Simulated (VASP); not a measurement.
# SnSe (P4/nmm) in VASP: further runs

The runs below take SnSe through single point, with PBE.

Everything below comes from runs of VASP 6.6.1. Logs are shortened: lines on timing, memory, paths and dates and some standing lists are left out, and cuts for length are marked.

## (1) The cell of the first run

The typed cell holds 4 atoms: a = 4.219 Å, b = 4.219 Å, c = 5.993 Å, α = 90.00°, β = 90.00°, γ = 90.00°.

## (2) Single point, PBE

File INCAR:

```
PREC = Accurate
ENCUT = 500
EDIFF = 1E-6
ISMEAR = 0
SIGMA = 0.01
LREAL = False
LASPH = True
NELM = 120
ALGO = Normal
ISIF = 2
LWAVE = False
LCHARG = False
GGA = PE
NBANDS = 28
GGA_COMPAT = False
```

File KPOINTS:

```
Automatic mesh
0
Gamma
  3 3 3
```

File POSCAR:

```
SnSe
1.0
    4.2193393516      0.0000000000      0.0000000000
    0.0000000000      4.2193393516      0.0000000000
    0.0000000000      0.0000000000      5.9930255593
Sn Se
2 2
Direct
    0.5000000000      0.0000000000      0.2500915766
    0.0000000000      0.5000000000      0.7499084234
    0.5000000000      0.0000000000      0.7498972969
    0.0000000000      0.5000000000      0.2501027031
```

Potentials or basis: VASP PAW PBE potentials, release 64 (Sn_d, Se).

Launch:

```
cat potpaw_PBE.64/Sn_d/POTCAR potpaw_PBE.64/Se/POTCAR > POTCAR
mpirun -np 1 vasp_std > vasp.out
```

OUTCAR:

```text
PREC = Accurate
   ENCUT = 500
   EDIFF = 1E-6
   ISMEAR = 0
   LREAL = False
   LASPH = True
   NELM = 120
   ISIF = 2
   GGA = PE

 ion  position               nearest neighbor table
   1  0.500  0.000  0.250-   4 2.98   4 2.98   4 2.98   4 2.98   3 3.00   3 3.00
   2  0.000  0.500  0.750-   3 2.98   3 2.98   3 2.98   3 2.98   4 3.00   4 3.00
   3  0.500  0.000  0.750-   2 2.98   2 2.98   2 2.98   2 2.98   1 3.00   1 3.00
   4  0.000  0.500  0.250-   1 2.98   1 2.98   1 2.98   1 2.98   2 3.00   2 3.00

  LATTYP: Found a simple tetragonal cell.
 ALAT       =     4.2193393516
 C/A-ratio  =     1.4203705983

  Lattice vectors:

 A1 = (   4.2193393516,   0.0000000000,   0.0000000000)
 A2 = (   0.0000000000,   4.2193393516,   0.0000000000)
 A3 = (   0.0000000000,   0.0000000000,   5.9930255593)

Analysis of symmetry for initial positions (statically):
=====================================================================
 Subroutine PRICEL returns:
 Original cell was already a primitive cell.

 Routine SETGRP: Setting up the symmetry group for a
 simple tetragonal supercell.

 Subroutine GETGRP returns: Found 16 space group operations
 (whereof  8 operations were pure point group operations)
 out of a pool of 16 trial point group operations.

The static configuration has the point symmetry D_2d.
 The point group associated with its full space group is D_4h.

Analysis of symmetry for dynamics (positions and initial velocities):
=====================================================================
 Subroutine PRICEL returns:
 Original cell was already a primitive cell.

 Routine SETGRP: Setting up the symmetry group for a
 simple tetragonal supercell.

 Subroutine GETGRP returns: Found 16 space group operations
 (whereof  8 operations were pure point group operations)
 out of a pool of 16 trial point group operations.

The dynamic configuration has the point symmetry D_2d.
 The point group associated with its full space group is D_4h.

 Subroutine INISYM returns: Found 16 space group operations
 (whereof  8 operations are pure point group operations),
 and found     1 'primitive' translations

----------------------------------------------------------------------------------------

                                     Primitive cell

  volume of cell :     106.6928

  direct lattice vectors                    reciprocal lattice vectors
     4.219339352  0.000000000  0.000000000     0.237003928  0.000000000  0.000000000
     0.000000000  4.219339352  0.000000000     0.000000000  0.237003928  0.000000000
[... 73 lines left out ...]
   NSW    =      0    number of steps for IOM
   IBRION =     -1    ionic relax: 0-MD 1-quasi-New 2-CG
   NFREE  =      0    steps in history (QN), initial steepest desc. (CG)
   ISIF   =      2    stress and relaxation
   ISYM   =      2    0-nonsym 1-usesym 2-fastsym
   POTIM  = 0.5000    time-step for ionic-motion
   TEBEG  =    0.0;   TEEND  =   0.0 temperature during run
   PSTRESS=    0.0 pullay stress
   NELECT =      40.0000    total number of electrons
   NUPDOWN=      -1.0000    fix difference up-down
   EMIN   =  10.00;   EMAX   =-10.00  energy-range for DOS
   EFERMI =   0.00;   METHOD = LEGACY
   ISMEAR =     0;   SIGMA  =   0.01  broadening in eV -4-tet -1-fermi 0-gaus
   EFERMI_NEDOS =   21; number of points for ismear=-14 and -15
   IALGO  =     38    algorithm
   IMIX   =      4    mixing-type and parameters
     AMIX     =   0.40;   BMIX     =  1.00
     AMIX_MAG =   1.60;   BMIX_MAG =  1.00
  volume/ion in A,a.u.               =      26.67       180.00
  Fermi-wavevector in a.u.,A,eV,Ry     =   1.180456  2.230738 18.959398  1.393476
  Thomas-Fermi vector in A             =   2.316748
   LORBIT       =      0    0 simple, 1 ext, 2 COOP (PROOUT), +10 PAW based schemes
   GGA     = PE    functional components
   LHFCALC =     F    Hartree Fock is set to
   AEXX    =    0.0000 exact exchange contribution
   IVDW    =     0    specifies the selected vdW correction
   LEPSILON=     F    determine dielectric tensor
   LRPA    =     F    only Hartree local field effects (RPA)
 non-spin polarized calculation
 Gauss-broadening in eV      SIGMA  =   0.01
  energy-cutoff  :      500.00
  volume of cell :      106.69
 maximum number of plane-waves:      2725
 NGX is ok and might be reduce to    32
   NGX = 15   NGY = 15   NGZ = 21

 number of electron      40.0000002 magnetization

 Free energy of the ion-electron system (eV)
  ---------------------------------------------------
  ext. energy  EPLUGINS =         0.00000000
  ---------------------------------------------------
  free energy    TOTEN  =       -16.74108392 eV

  energy without entropy =      -16.74108392  energy(sigma->0) =      -16.74108392

 E-fermi :   5.4977     XC(G=0):  -9.7139

 val. band max:        5.4381221123   @ k =   0.3333   0.0000   0.0000
 cond. band min:       7.1503520249   @ k =   0.3333   0.0000   0.0000
 fundamental gap:      1.7122299126
 Fermi energy:         5.4977066278

 k-point     1 :       0.0000    0.0000    0.0000
  band No.  band energies     occupation
      1     -15.8278      2.00000
      2     -15.7964      2.00000
      3     -15.7960      2.00000
      4     -15.7950      2.00000
      5     -15.7950      2.00000
      6     -15.7890      2.00000
[... 175 lines left out ...]
     27      11.8060      0.00000
     28      12.1669      0.00000

------------------------ aborting loop because EDIFF is reached ----------------------------------------

  FORCE on cell =-STRESS in cart. coord.  units (eV):
  Direction    XX          YY          ZZ          XY          YZ          ZX
  --------------------------------------------------------------------------------------
  -------------------------------------------------------------------------------------
  Total        0.9107951      0.9107951      0.9089646      0.0000000      0.0000000      0.0000000
  in kB       13.6771692     13.6771692     13.6496815      0.0000000      0.0000000      0.0000000
  external PRESSURE =      13.6680066 kB  Pullay stress =       0.0000000 kB

 VOLUME and BASIS-vectors are now :
 -----------------------------------------------------------------------------
  energy-cutoff  :      500.00
  volume of cell :      106.69
      direct lattice vectors                 reciprocal lattice vectors
     4.219339352  0.000000000  0.000000000     0.237003928  0.000000000  0.000000000
     0.000000000  4.219339352  0.000000000     0.000000000  0.237003928  0.000000000
     0.000000000  0.000000000  5.993025559     0.000000000  0.000000000  0.166860627

 POSITION                                       TOTAL-FORCE (eV/Angst)
 -----------------------------------------------------------------------------------
      2.10967      0.00000      1.49881         0.000000      0.000000     -0.001684
      0.00000      2.10967      4.49422        -0.000000     -0.000000      0.001684
      2.10967      0.00000      4.49415         0.000000      0.000000      0.002666
      0.00000      2.10967      1.49887         0.000000      0.000000     -0.002666
 -----------------------------------------------------------------------------------
    total drift:                                0.000000      0.000000      0.000000

  FREE ENERGIE OF THE ION-ELECTRON SYSTEM (eV)
  ---------------------------------------------------
  free  energy   TOTEN  =       -16.7410839243 eV

  energy  without entropy=      -16.7410839243  energy(sigma->0) =      -16.74108392
```

OSZICAR:

```text
N       E                     dE             d eps       ncg     rms          rms(c)
DAV:   1     0.361879206226E+03    0.36188E+03   -0.19126E+04   336   0.180E+03
DAV:   2     0.349063199513E+02   -0.32697E+03   -0.31823E+03   336   0.452E+02
DAV:   3    -0.145973894385E+02   -0.49504E+02   -0.48359E+02   388   0.155E+02
DAV:   4    -0.170073341157E+02   -0.24099E+01   -0.23943E+01   424   0.351E+01
DAV:   5    -0.170634024929E+02   -0.56068E-01   -0.56060E-01   396   0.595E+00    0.500E+00
DAV:   6    -0.167402806170E+02    0.32312E+00   -0.69374E-01   448   0.451E+00    0.307E+00
DAV:   7    -0.167392210339E+02    0.10596E-02   -0.19339E-01   420   0.176E+00    0.126E+00
DAV:   8    -0.167410565728E+02   -0.18355E-02   -0.21277E-02   388   0.101E+00    0.152E-01
DAV:   9    -0.167409674148E+02    0.89158E-04   -0.25811E-03   412   0.373E-01    0.601E-02
DAV:  10    -0.167410666243E+02   -0.99210E-04   -0.25876E-04   352   0.871E-02    0.276E-02
DAV:  11    -0.167410835032E+02   -0.16879E-04   -0.65203E-05   368   0.533E-02    0.915E-03
DAV:  12    -0.167410839243E+02   -0.42103E-06   -0.59210E-06   360   0.140E-02
   1 F= -.16741084E+02 E0= -.16741084E+02  d E =-.318641E-18
```

Run time: 14 s. Hardware: 1 thread of Intel Xeon Platinum 8375C at 2.90GHz (Ice Lake), shared host; peak memory 0.21 GiB.

What came out:

* Free energy: -16.7411 eV
* Pressure: 1.4 GPa
* Band gap on the k mesh: 1.71 eV

Forces in eV/Å, atoms in the order of the input:
```
Sn   0.000  0.000 -0.002
Sn   0.000  0.000  0.002
Se   0.000  0.000  0.003
Se   0.000  0.000 -0.003
```

Levels at points of the mesh, in eV from the valence-band top:
```
           k point  band 17  band 18  band 19  band 20  band 21  band 22  band 23  band 24
(0.00, 0.00, 0.00)    -3.36    -1.89    -1.89    -1.85     3.34     4.72     4.82     4.82
```

Caveat: the k points lie up to 0.50 Å⁻¹ apart; spin-orbit coupling is left out, which moves the levels of the heavy elements.

## (3) Single point, PBE

File INCAR:

```
PREC = Accurate ; ENCUT = 500
EDIFF = 1E-6 ; ISMEAR = 1
SIGMA = 0.5 ; LREAL = F
LASPH = T ; NELM = 120
ALGO = Normal ; ISIF = 2
LWAVE = F ; LCHARG = T
GGA = PE ; LELF = T
LVHAR = T ; NBANDS = 28
GGA_COMPAT = F
```

File KPOINTS:

```
Automatic mesh
0
Gamma
  4 4 4
```

POSCAR is that of step 2.

Potentials or basis: VASP PAW PBE potentials, release 64 (Sn_d, Se).

Launch:

```
cat potpaw_PBE.64/Sn_d/POTCAR potpaw_PBE.64/Se/POTCAR > POTCAR
mpirun -np 1 vasp_std > vasp.out
```

OUTCAR:

```text
PREC = Accurate
   ENCUT = 500
   EDIFF = 1E-6
   ISMEAR = 1
   LREAL = F
   LASPH = T
   NELM = 120
   ISIF = 2
   GGA = PE

 ion  position               nearest neighbor table
   1  0.500  0.000  0.250-   4 2.98   4 2.98   4 2.98   4 2.98   3 3.00   3 3.00
   2  0.000  0.500  0.750-   3 2.98   3 2.98   3 2.98   3 2.98   4 3.00   4 3.00
   3  0.500  0.000  0.750-   2 2.98   2 2.98   2 2.98   2 2.98   1 3.00   1 3.00
   4  0.000  0.500  0.250-   1 2.98   1 2.98   1 2.98   1 2.98   2 3.00   2 3.00

[... 752 lines left out ...]
  Direction    XX          YY          ZZ          XY          YZ          ZX
  --------------------------------------------------------------------------------------
  -------------------------------------------------------------------------------------
  Total        1.2580895      1.2580895      0.7083000      0.0000000      0.0000000      0.0000000
  in kB       18.8923971     18.8923971     10.6363535      0.0000000      0.0000000      0.0000000
  external PRESSURE =      16.1403826 kB  Pullay stress =       0.0000000 kB

 VOLUME and BASIS-vectors are now :
 -----------------------------------------------------------------------------
  energy-cutoff  :      500.00
  volume of cell :      106.69
      direct lattice vectors                 reciprocal lattice vectors
     4.219339352  0.000000000  0.000000000     0.237003928  0.000000000  0.000000000
     0.000000000  4.219339352  0.000000000     0.000000000  0.237003928  0.000000000
     0.000000000  0.000000000  5.993025559     0.000000000  0.000000000  0.166860627

 POSITION                                       TOTAL-FORCE (eV/Angst)
 -----------------------------------------------------------------------------------
      2.10967      0.00000      1.49881        -0.000000      0.000000     -0.000362
      0.00000      2.10967      4.49422         0.000000     -0.000000      0.000362
      2.10967      0.00000      4.49415        -0.000000      0.000000      0.000555
      0.00000      2.10967      1.49887         0.000000     -0.000000     -0.000555
 -----------------------------------------------------------------------------------
    total drift:                                0.000000      0.000000      0.000000

  FREE ENERGIE OF THE ION-ELECTRON SYSTEM (eV)
  ---------------------------------------------------
  free  energy   TOTEN  =       -16.4156966180 eV

  energy  without entropy=      -16.4545355358  energy(sigma->0) =      -16.42864292
```

OSZICAR:

```text
N       E                     dE             d eps       ncg     rms          rms(c)
DAV:   1     0.359262066072E+03    0.35926E+03   -0.19050E+04  1024   0.181E+03
DAV:   2     0.329780547465E+02   -0.32628E+03   -0.31692E+03  1016   0.459E+02
DAV:   3    -0.145419382106E+02   -0.47520E+02   -0.46578E+02  1228   0.153E+02
DAV:   4    -0.166897345616E+02   -0.21478E+01   -0.21378E+01  1168   0.337E+01
DAV:   5    -0.167400313854E+02   -0.50297E-01   -0.50292E-01  1272   0.575E+00    0.449E+00
DAV:   6    -0.164143077777E+02    0.32572E+00   -0.71296E-01  1328   0.450E+00    0.276E+00
DAV:   7    -0.164133696639E+02    0.93811E-03   -0.17781E-01  1240   0.165E+00    0.123E+00
DAV:   8    -0.164156402070E+02   -0.22705E-02   -0.17506E-02  1140   0.947E-01    0.141E-01
DAV:   9    -0.164155581770E+02    0.82030E-04   -0.20036E-03  1240   0.328E-01    0.618E-02
DAV:  10    -0.164156837480E+02   -0.12557E-03   -0.31583E-04  1136   0.848E-02    0.243E-02
DAV:  11    -0.164156958250E+02   -0.12077E-04   -0.51668E-05  1196   0.475E-02    0.574E-03
DAV:  12    -0.164156968692E+02   -0.10442E-05   -0.49177E-06   992   0.168E-02    0.358E-03
DAV:  13    -0.164156966180E+02    0.25119E-06   -0.24764E-07   596   0.357E-03
   1 F= -.16415697E+02 E0= -.16428643E+02  d E =0.388389E-01
```

stdout:

```text
POSCAR found type information on POSCAR SnSe
 POSCAR found :  2 types and       4 ions
 scaLAPACK will be used
 LDA part: xc-table for (Slater+PW92), standard interpolation
 POSCAR, INCAR and KPOINTS ok, starting setup
 FFT: planning ... GRIDC
 FFT: planning ... GRID_SOFT
 FFT: planning ... GRID
 WAVECAR not read
 entering main loop
```

Wall time 34 s (1 thread of Intel Xeon Platinum 8375C at 2.90GHz (Ice Lake), shared host); peak memory 0.22 GiB.

Results:

```yaml
Free_energy: -16.4157 eV
Pressure: 1.6 GPa
Band_gap_on_the_k_mesh: 0.68 eV
```

Stress tensor (GPa, compression positive):
```
1.89 0.00 0.00
0.00 1.89 0.00
0.00 0.00 1.06
```

Caveat: so wide a smearing shifts energies and pressures; semilocal functionals underestimate gaps, and a narrow one can read as zero; spin-orbit coupling is left out, which moves the levels of the heavy elements. A k mesh can miss the band edges.
